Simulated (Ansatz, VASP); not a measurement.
**Two plane-wave programs on Au**

```
Au
1.0
     2.96255    0.00000    0.00000
    -1.48127    2.56564    0.00000
     0.00000    0.00000    4.62148
Au
2
Direct
  0.33333 0.66667 0.75000
  0.66667 0.33333 0.25000
```

Change from the starting cell: strain +0.025 along x and y, -0.050 along z, atoms carried along.

Alike in both runs: task single point; functional r2SCAN; k mesh 24 × 24 × 12; occupations gaussian, width 0.15 eV; no spin polarisation.

|  | VASP | Ansatz |
| --- | --- | --- |
| version | VASP 6.6.1 | Ansatz 0.2.0 |
| potentials or method | VASP PAW PBE potentials, release 64 (Au), cutoff 520 eV | scalar-relativistic, plane waves, PAW |
| valence electrons in the cell | 22 | 38 |

|  | VASP | Ansatz | Ansatz less VASP |
| --- | --- | --- | --- |
| gap on the k mesh at the Fermi level (eV) | none | none | - |
| pressure (GPa) | 0.9 | 0.6 | -0.27 |
| traceless stress, the component that is largest in VASP (GPa) | 3.64 | 3.58 | -0.061 |

VASP's potentials were made for PBE, not for r2SCAN. A gap of «none» marks a metal or a gap that the smearing closes. VASP's potentials hold 22 valence electrons a cell and Ansatz's 38, so a difference there can come from the potentials and not from the codes.

Neither program's run includes spin-orbit coupling.
